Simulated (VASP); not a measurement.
MgSnN:

```
CELL_PARAMETERS angstrom
3.80585 0.00000 0.00000
0.00000 3.80585 0.00000
0.00000 0.00000 7.58324
ATOMIC_POSITIONS crystal
Mg 0.50000 0.50000 0.00000
Mg 0.50000 0.50000 0.50000
Sn 0.00000 0.00000 0.75000
Sn 0.00000 0.00000 0.25000
N 0.50000 0.00000 0.50000
N 0.00000 0.50000 0.00000
```

The cell was built from a structure type or drawn by symmetry, and may not be a known phase.

```yaml
Program: VASP 6.6.1
Task: relaxation of cell and atoms
Functional: PBE
Potentials_or_basis: VASP PAW PBE potentials, release 64 (Mg, Sn_d, N)
Cutoff: 600 eV
k_mesh: 10 × 10 × 6
Occupations: gaussian, width 0.1 eV
Spin: no spin polarisation
```

At the start: pressure 4.0 GPa; volume 18.31 Å³/atom.

Problem. How do energy, volume and symmetry change on relaxing?

Solution. Over 8 steps the energy falls by 22.6 meV/atom and the volume is 19.00 Å³/atom (+3.8 %); space group P4_2/mmc (No. 131, to 0.1 Å) before and after.

Step by step:
```csv
step,energy change (eV),largest force (eV/Å),pressure (GPa),volume (Å³)
1,0.0000,0.0000,4.03,109.84
2,-0.1101,0.0000,-1.22,117.29
3,-0.1126,0.0000,-0.60,116.26
4,-0.1249,0.0000,-0.40,115.47
5,-0.1353,0.0000,-0.03,114.12
6,-0.1358,0.0000,0.09,113.73
7,-0.1358,0.0000,0.08,113.78
8,-0.1358,0.0000,-0.06,113.98
```

Final structure:
```yaml
crystal:
  lattice:
    - [3.94069, 0.00000, 0.00000]
    - [0.00000, 3.94069, 0.00000]
    - [0.00000, 0.00000, 7.33987]
  atoms:
    - { symbol: Mg, position: [0.50000, 0.50000, 0.00000] }
    - { symbol: Mg, position: [0.50000, 0.50000, 0.50000] }
    - { symbol: Sn, position: [0.00000, 0.00000, 0.75000] }
    - { symbol: Sn, position: [0.00000, 0.00000, 0.25000] }
    - { symbol: N, position: [0.50000, 0.00000, 0.50000] }
    - { symbol: N, position: [0.00000, 0.50000, 0.00000] }
```
